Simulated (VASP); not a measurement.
Crystal: PtS2.

```
Pt S
1.0
     3.57502    0.00000    0.00000
    -1.78751    3.09606    0.00000
     0.00000    0.00000    6.42984
Pt S
1 2
Direct
  0.00000 0.00000 0.00000
  0.33333 0.66667 0.19137
  0.66667 0.33333 0.80863
```

Base run:

* Program: VASP 6.6.1
* Functional: PBE
* Potentials or basis: VASP PAW PBE potentials, release 64 (Pt, S)
* Cutoff: 520 eV
* k mesh: 8 × 8 × 4
* Occupations: gaussian, width 0.05 eV
* Spin: non-collinear spin, zero start, spin-orbit coupling
* Starting moments: [[0.0, 0.0, 0.0], [0.0, 0.0, 0.0], [0.0, 0.0, 0.0]] μB

Its results: pressure -0.2 GPa; net moment 0.00 μB per cell; largest force 0.020 eV/Å.

Problem. The run is repeated on the same cell with these changes: dispersion from none to D3(BJ). What comes out?

Solution. Pressure -2.4 GPa; net moment 0.00 μB per cell; largest force 0.031 eV/Å.

Dispersion adds attraction, which lowers the pressure at fixed volume and, as a term added to the energy, leaves the levels alone.

Caveats: this functional lacks dispersion, which binds layers or chains, so the pressure and a relaxed spacing across them are unreliable (at least some runs); three body term missing (at least some runs).
